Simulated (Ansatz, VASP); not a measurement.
TiH5 in VASP and in Ansatz

```xyz
6
Lattice="3.4428 0.0000 0.0000 -1.7214 2.9815 0.0000 0.0000 0.0000 3.0900" Properties=species:S:1:pos:R:3 pbc="T T T"
Ti    0.0000    0.0000    0.0000
H     2.4228    0.0000    1.5450
H     1.7214    0.9938    0.0000
H     0.5100    0.8833    1.5450
H    -1.2114    2.0982    1.5450
H     0.0000    1.9877    0.0000
```

Change from the starting cell: species swapped into the MgPt5 type (P-62m, No. 189).

Alike in both runs: functional PBE; k mesh 6 × 6 × 6; occupations gaussian, width 0.1 eV; no spin polarisation.

Ansatz relaxed the structure, and its values are those at the end. VASP's run is a single point on that final structure, the one shown.

```csv
,VASP,Ansatz
version,VASP 6.6.1,Ansatz 0.2.0
potentials or method,"VASP PAW PBE potentials, release 64 (Ti_sv, H), cutoff 520 eV","scalar-relativistic, plane waves, PAW"
valence electrons in the cell,17,17
```

```csv
,VASP,Ansatz,Ansatz less VASP
gap on the k mesh at the Fermi level (eV),none,none,-
pressure (GPa),-0.1,0.1,+0.19
```

A gap of «none» marks a metal or a gap that the smearing closes.
